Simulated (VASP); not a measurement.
# Te (R-3m) in VASP: relaxation of cell and atoms with PBE

Aim: the relaxation of cell and atoms of Te with PBE.

All numbers are computed with VASP 6.6.1; they aren't measurements. Logs are shortened: lines on timing, memory, paths and dates and some standing lists are left out, and cuts for length are marked.

## (1) The cell of the first run

It takes space group R-3m (No. 166, trigonal). The conventional cell has a = 3.183 Å, b = 3.183 Å, c = 6.817 Å, α = 90.00°, β = 90.00°, γ = 120.00°. Te (site symmetry -3m) has 12 Te at 2.92 to 3.18 Å within 3.8 Å.

## (2) Relaxation of cell and atoms, PBE, target pressure 60 GPa, at which the enthalpy is minimised

The input, INCAR:

```
SYSTEM = Te
ALGO = Normal
EDIFF = 1E-7
EDIFFG = -0.008
ENCUT = 600
GGA = PE
IBRION = 2
ISIF = 3
ISMEAR = 0
LASPH = .TRUE.
LCHARG = .FALSE.
LREAL = .FALSE.
LWAVE = .FALSE.
NELM = 60
NSW = 70
PREC = Accurate
PSTRESS = 600.0
SIGMA = 0.1
```

The input, KPOINTS:

```
k-points
0
G
  18 18 6
  0 0 0
```

The input, POSCAR:

```
Te
1.0
    3.1830567555      0.0000000000      0.0000000000
   -1.5915283778      2.7566080120      0.0000000000
    0.0000000000      0.0000000000      6.8168783500
Te
3
Direct
    0.6666670235      0.0000000000      0.3333333333
    0.0000000000      0.6666670235      0.6666666667
    0.3333329765      0.3333329765      0.0000000000
```

Potentials or basis: VASP PAW PBE potentials, release 64 (Te).

Run with:

```
$ cat potpaw_PBE.64/Te/POTCAR > POTCAR
$ mpirun -np 1 vasp_std > vasp.out
```

OUTCAR:

```text
SYSTEM = Te
   EDIFF = 1E-7
   EDIFFG = -0.008
   ENCUT = 600
   GGA = PE
   IBRION = 2
   ISIF = 3
   ISMEAR = 0
   LASPH = .TRUE.
   LREAL = .FALSE.
   NELM = 60
   NSW = 70
   PREC = Accurate
   PSTRESS = 600.0

 ion  position               nearest neighbor table
   1  0.667  0.000  0.333-   3 2.92   2 2.92   3 2.92   3 2.92   2 2.92   2 2.92
   2  0.000  0.667  0.667-   3 2.92   1 2.92   3 2.92   3 2.92   1 2.92   1 2.92
   3  0.333  0.333  0.000-   1 2.92   2 2.92   2 2.92   1 2.92   2 2.92   1 2.92

  LATTYP: Found a hexagonal cell.
 ALAT       =     3.1830567555
 C/A-ratio  =     2.1416138240

  Lattice vectors:

 A1 = (   3.1830567555,   0.0000000000,   0.0000000000)
 A2 = (  -1.5915283778,   2.7566080120,   0.0000000000)
 A3 = (   0.0000000000,   0.0000000000,   6.8168783500)

Analysis of symmetry for initial positions (statically):
=====================================================================
 Subroutine PRICEL returns following result:

  LATTYP: Found a trigonal (rhomboedric) cell.
 ALAT       =     2.9224326157
 COS(alpha) =     0.4068405861

  Lattice vectors:

 A1 = (   1.5915317852,   0.9188713046,  -2.2722927838)
 A2 = (  -0.0000017037,  -1.8377396583,  -2.2722927831)
 A3 = (  -1.5915300815,   0.9188683537,  -2.2722927831)

   3 primitive cells build up your supercell.

 Routine SETGRP: Setting up the symmetry group for a
 hexagonal supercell.

 Subroutine GETGRP returns: Found 12 space group operations
 (whereof  2 operations were pure point group operations)
 out of a pool of 24 trial point group operations.

The static configuration has the point symmetry C_2 .
 The point group associated with its full space group is D_3d.

Analysis of symmetry for dynamics (positions and initial velocities):
=====================================================================
 Subroutine PRICEL returns following result:

  LATTYP: Found a trigonal (rhomboedric) cell.
 ALAT       =     2.9224326157
 COS(alpha) =     0.4068405861

  Lattice vectors:

 A1 = (   1.5915317852,   0.9188713046,  -2.2722927838)
 A2 = (  -0.0000017037,  -1.8377396583,  -2.2722927831)
 A3 = (  -1.5915300815,   0.9188683537,  -2.2722927831)

   3 primitive cells build up your supercell.

 Routine SETGRP: Setting up the symmetry group for a
 hexagonal supercell.

 Subroutine GETGRP returns: Found 12 space group operations
 (whereof  2 operations were pure point group operations)
 out of a pool of 24 trial point group operations.

The dynamic configuration has the point symmetry C_2 .
 The point group associated with its full space group is D_3d.

 Subroutine INISYM returns: Found 12 space group operations
 (whereof  2 operations are pure point group operations),
 and found     3 'primitive' translations

----------------------------------------------------------------------------------------

                                     Primitive cell

  volume of cell :      19.9381

  direct lattice vectors                    reciprocal lattice vectors
     1.591531785  0.918871305 -2.272292784     0.314162748  0.181381947 -0.146694711
    -0.000001704 -1.837739658 -2.272292783     0.000000336 -0.362764477 -0.146694711
    -1.591530081  0.918868354 -2.272292783    -0.314163085  0.181382530 -0.146694711

  length of vectors
     2.922432616  2.922430759  2.922430759     0.391301650  0.391302191  0.391302191

  position of ions in fractional coordinates (direct lattice)
     0.333332263  0.666667380  0.000000357

  ion indices of the primitive-cell ions
   primitive index   ion index
                 1           1

----------------------------------------------------------------------------------------

 KPOINTS: k-points

Automatic generation of k-mesh.
 Grid dimensions read from file:
 generate k-points for:   18   18    6

 Generating k-lattice:

  Cartesian coordinates                     Fractional coordinates (reciprocal lattice)
     0.017453523  0.010076796  0.000000000     0.055555556 -0.000000000  0.000000000
     0.000000000  0.020153593  0.000000000     0.000000000  0.055555556  0.000000000
     0.000000000  0.000000000  0.024449119     0.000000000  0.000000000  0.166666667

  Length of vectors
     0.020153593  0.020153593  0.024449119

  Shift w.r.t. Gamma in fractional coordinates (k-lattice)
     0.000000000  0.000000000  0.000000000

 Subroutine IBZKPT returns following result:
 ===========================================

 Found    202 irreducible k-points:

 Following reciprocal coordinates:
            Coordinates               Weight
  0.000000  0.000000  0.000000      1.000000
  0.055556  0.000000  0.000000      6.000000
  0.111111  0.000000  0.000000      6.000000
  0.166667 -0.000000  0.000000      6.000000
  0.222222  0.000000  0.000000      6.000000
  0.277778 -0.000000  0.000000      6.000000
[... 16 lines left out ...]
  0.333333  0.111111  0.000000     12.000000
  0.388889  0.111111  0.000000     12.000000
 [... further k-points ...]
   k-points           NKPTS =    202   k-points in BZ     NKDIM =    202   number of bands    NBANDS=     13
   number of dos      NEDOS =    301   number of ions     NIONS =      3
   total plane-waves  NPLWV =  42336
   dimension x,y,z NGX =    28 NGY =   28 NGZ =   54
   dimension x,y,z NGXF=    56 NGYF=   56 NGZF=  108
   ions per type =               3
   NGX,Y,Z   is equivalent  to a cutoff of  14.62, 14.62, 13.17 a.u.
   NGXF,Y,Z  is equivalent  to a cutoff of  29.25, 29.25, 26.34 a.u.
 SYSTEM =  Te
   PREC   = accura    normal or accurate (medium, high low for compatibility)
   ISTART =      0    job   : 0-new  1-cont  2-samecut
   ICHARG =      2    charge: 1-file 2-atom 10-const
   ISPIN  =      1    spin polarized calculation?
   LNONCOLLINEAR =      F non collinear calculations
   LSORBIT =      F    spin-orbit coupling
   LASPH  =      T    aspherical Exc in radial PAW
   ENCUT  =  600.0 eV  44.10 Ry    6.64 a.u.   6.36  6.36 13.62*2*pi/ulx,y,z
   NELM   =     60;   NELMIN=  2; NELMDL= -5     # of ELM steps
   EDIFF  = 0.1E-06   stopping-criterion for ELM
   LREAL  =      F    real-space projection
   EDIFFG = -.8E-02   stopping-criterion for IOM
   NSW    =     70    number of steps for IOM
   IBRION =      2    ionic relax: 0-MD 1-quasi-New 2-CG
   NFREE  =      1    steps in history (QN), initial steepest desc. (CG)
   ISIF   =      3    stress and relaxation
   ISYM   =      2    0-nonsym 1-usesym 2-fastsym
   POTIM  = 0.5000    time-step for ionic-motion
   TEBEG  =    0.0;   TEEND  =   0.0 temperature during run
   PSTRESS=  600.0 pullay stress
   NELECT =      18.0000    total number of electrons
   NUPDOWN=      -1.0000    fix difference up-down
   EMIN   =  10.00;   EMAX   =-10.00  energy-range for DOS
   EFERMI =   0.00;   METHOD = LEGACY
   ISMEAR =     0;   SIGMA  =   0.10  broadening in eV -4-tet -1-fermi 0-gaus
   EFERMI_NEDOS =   21; number of points for ismear=-14 and -15
   IALGO  =     38    algorithm
   IMIX   =      4    mixing-type and parameters
     AMIX     =   0.40;   BMIX     =  1.00
     AMIX_MAG =   1.60;   BMIX_MAG =  1.00
  volume/ion in A,a.u.               =      19.94       134.55
  Fermi-wavevector in a.u.,A,eV,Ry     =   1.097061  2.073144 16.375188  1.203542
  Thomas-Fermi vector in A             =   2.233414
   LORBIT       =      0    0 simple, 1 ext, 2 COOP (PROOUT), +10 PAW based schemes
   GGA     = PE    functional components
   LHFCALC =     F    Hartree Fock is set to
   AEXX    =    0.0000 exact exchange contribution
   IVDW    =     0    specifies the selected vdW correction
   LEPSILON=     F    determine dielectric tensor
   LRPA    =     F    only Hartree local field effects (RPA)
 conjugate gradient relaxation of ions
 non-spin polarized calculation
 Gauss-broadening in eV      SIGMA  =   0.10
  energy-cutoff  :      600.00
  volume of cell :       59.81
 maximum number of plane-waves:      2019
 NGX is ok and might be reduce to    28
   NGX = 13   NGY = 13   NGZ = 27

--------------------------------------- Ionic step        1  -------------------------------------------

 number of electron      18.0000001 magnetization

 Free energy of the ion-electron system (eV)
  ---------------------------------------------------
  ext. energy  EPLUGINS =         0.00000000
  ---------------------------------------------------
  free energy    TOTEN  =        -5.65775553 eV

  energy without entropy =       -5.64889165  energy(sigma->0) =       -5.65332359

------------------------ aborting loop because EDIFF is reached ----------------------------------------

  FORCE on cell =-STRESS in cart. coord.  units (eV):
  Direction    XX          YY          ZZ          XY          YZ          ZX
  --------------------------------------------------------------------------------------
  -------------------------------------------------------------------------------------
  Total       16.2238707     16.2238707     19.1373726     -0.0000000      0.0000000     -0.0000000
  in kB      434.5703776    434.5703777    512.6110392     -0.0000000      0.0000000     -0.0000000
  external PRESSURE =    -139.4160685 kB  Pullay stress =     600.0000000 kB
[... 100 lines left out ...]
  energy  without entropy=       -4.5971169690  energy(sigma->0) =       -4.60078426

  enthalpy is  TOTEN    =        16.5707888907 eV   P V=       21.1752404352

[... ionic steps 4 to 8 ...]

--------------------------------------- Ionic step        9  -------------------------------------------

 number of electron      18.0000001 magnetization

------------------------ aborting loop because EDIFF is reached ----------------------------------------
[... 73 lines left out ...]
--------------------------------------- Ionic step       11  -------------------------------------------

 number of electron      18.0000001 magnetization

 Free energy of the ion-electron system (eV)
  ---------------------------------------------------
  ext. energy  EPLUGINS =         0.00000000
  ---------------------------------------------------
  free energy    TOTEN  =        -4.56682950 eV

  energy without entropy =       -4.55661915  energy(sigma->0) =       -4.56172433

 E-fermi :  14.8046     XC(G=0): -12.0727

 val. band max:       14.8041766433   @ k =   0.2222   0.1667   0.3333
 cond. band min:      14.8073074278   @ k =   0.2222   0.0556   0.3333
 fundamental gap:      0.0031307845
 Fermi energy:        14.8045710817

 k-point     1 :       0.0000    0.0000    0.0000
  band No.  band energies     occupation
      1      -3.2746      2.00000
      2      -0.3670      2.00000
      3      -0.3670      2.00000
      4       9.1728      2.00000
      5       9.1728      2.00000
      6      18.6330      0.00000
      7      18.6330      0.00000
      8      18.6330      0.00000
      9      18.6330      0.00000
     10      20.6823      0.00000
     11      20.7152      0.00000
     12      20.7152      0.00000
     13      23.2839      0.00000
[... 354 lines left out ...]
  band No.  band energies     occupation
      1       1.4668      2.00000
      2       3.1520      2.00000
      3       4.2317      2.00000
      4       6.1822      2.00000
      5       7.2576      2.00000
      6       7.8798      2.00000
      7      11.7806      2.00000
      8      13.0964      2.00000
      9      13.4896      2.00000
     10      13.8810      2.00000
     11      15.0689      0.00019
     12      16.5303      0.00000
     13      18.7509      0.00000

 [... further k-points ...]

------------------------ aborting loop because EDIFF is reached ----------------------------------------

  FORCE on cell =-STRESS in cart. coord.  units (eV):
  Direction    XX          YY          ZZ          XY          YZ          ZX
  --------------------------------------------------------------------------------------
  -------------------------------------------------------------------------------------
  Total       20.9124560     20.9124560     20.9212185     -0.0000000      0.0000000      0.0000000
  in kB      599.3274117    599.3274118    599.5785349     -0.0000000      0.0000000      0.0000000
  external PRESSURE =      -0.5888806 kB  Pullay stress =     600.0000000 kB
[... 22 lines left out ...]
  energy  without entropy=       -4.5566191526  energy(sigma->0) =       -4.56172433

  enthalpy is  TOTEN    =        16.3690952406 eV   P V=       20.9359247420

 reached required accuracy - stopping structural energy minimisation
```

Run time: 11 min. Hardware: 1 thread of Intel Xeon Platinum 8488C (Sapphire Rapids), shared host; peak memory 0.32 GiB.

What came out:

- Free energy: -4.5668 eV
- Relaxed volume: 18.64 Å³/atom
- Relaxed cell: a = 2.975 Å, b = 2.975 Å, c = 7.295 Å, α = 90.00°, β = 90.00°, γ = 120.00°
- Space group after relaxing (to 0.1 Å): Fm-3m (No. 225)
- Energy change on relaxing (the run minimises the enthalpy): +363.6 meV/atom
- Ionic steps: 11
- Pressure after relaxing: 59.9 GPa
- Band gap on the k mesh: zero (bands 9 and 10 overlap by 7.93 eV)

Step by step:
| step | energy change (eV) | largest force (eV/Å) | pressure (GPa) | volume (Å³) |
| --- | --- | --- | --- | --- |
| 1 | 0.0000 | 0.0000 | 46.06 | 59.81 |
| 2 | 7.1690 | 0.0000 | 142.45 | 45.98 |
| 3 | 1.0533 | 0.0000 | 60.16 | 56.54 |
| 4 | 1.1277 | 0.0000 | 61.15 | 56.34 |
| 5 | 1.1469 | 0.0000 | 61.07 | 55.96 |
| 6 | 2.0464 | 0.0000 | 72.42 | 54.15 |
| 7 | 1.2261 | 0.0000 | 61.88 | 55.58 |
| 8 | 1.3242 | 0.0000 | 63.13 | 55.30 |
| 9 | 1.3041 | 0.0000 | 62.85 | 55.35 |
| 10 | 0.3437 | 0.0000 | 49.68 | 58.10 |
| 11 | 1.0909 | 0.0000 | 59.94 | 55.91 |

Final structure:
```xyz
3
Lattice="2.9747 0.0000 0.0000 -1.4874 2.5762 0.0000 0.0000 0.0000 7.2949" Properties=species:S:1:pos:R:3 pbc="T T T"
Te    1.9832    0.0000    2.4316
Te   -0.9916    1.7175    4.8633
Te    0.4958    0.8587    0.0000
```

Caveat: the cell is relaxed towards a set pressure, so the run minimises the enthalpy, not the energy; spin-orbit coupling is left out, which moves the levels of the heavy elements.
